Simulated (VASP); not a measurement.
Set up this calculation in VASP 6.6.1, as the native input.

```
Task                   : single point
Functional             : r2SCAN
Potentials or basis    : VASP PAW PBE potentials, release 64 (Ga_d, N)
Cutoff                 : 520 eV
k mesh                 : 10 × 10 × 10
Occupations            : gaussian, width 0.01 eV
Spin                   : no spin polarisation
Dipole correction      : no
Further INCAR settings : ALGO = Normal; EDIFF = 1e-06; NBANDS = 16
```

GaN:

```
Ga N
1.0
     0.00000    2.13650    2.36206
     2.13650    0.00000    2.36206
     2.13650    2.13650    0.00000
Ga N
1 1
Direct
  0.00000 0.00000 0.00000
  0.25000 0.25000 0.25000
```

This cell differs from its parent crystal: epitaxial xy strain -5.0%.

These files were run (other wordings do the same):

POSCAR

```
GaN
1.0
    0.0000000000      2.1365049145      2.3620626532
    2.1365049145      0.0000000000      2.3620626532
    2.1365049145      2.1365049145      0.0000000000
Ga N
1 1
Direct
    0.0000000000      0.0000000000      0.0000000000
    0.2500000000      0.2500000000      0.2500000000
```

INCAR.step1

```
PREC = Accurate ; ENCUT = 520
ISMEAR = 0 ; SIGMA = 0.01
LREAL = False ; LASPH = True
NELM = 100 ; NBANDS = 16
GGA = PE ; ALGO = Normal
EDIFF = 1E-4 ; LWAVE = True
LCHARG = False
```

INCAR.step2

```
PREC = Accurate ; ENCUT = 520
EDIFF = 1E-6 ; ISMEAR = 0
SIGMA = 0.01 ; LREAL = False
LASPH = True ; NELM = 100
ALGO = Normal ; ISIF = 2
LWAVE = False ; LCHARG = False
METAGGA = R2SCAN ; LMIXTAU = True
NBANDS = 16 ; ISTART = 1
```

KPOINTS

```
Automatic mesh
0
Gamma
  10 10 10
```

Potentials or basis: VASP PAW PBE potentials, release 64 (Ga_d, N).

Launch:

```bash
$ cat potpaw_PBE.64/Ga_d/POTCAR potpaw_PBE.64/N/POTCAR > POTCAR
$ cp INCAR.step1 INCAR
$ mpirun -np 1 vasp_std > vasp.out
$ cp INCAR.step2 INCAR
$ mpirun -np 1 vasp_std > vasp.out
```

Results of the run:

```
Pressure               : 12.1 GPa
Band gap on the k mesh : 2.29 eV
```

Caveat: the cell differs from its parent crystal (epitaxial xy strain -5.0%); the stress differs along the axes, from 1 to 18 GPa; the structure was generated, so it needn't be the stable form of GaN; the PAW data sets were made with another functional, which shifts forces and pressure a little.

Run time: 38 s on 1 thread of Intel(R) Xeon(R) 6975P-C (Granite Rapids) (shared host), peak memory 0.17 GiB.
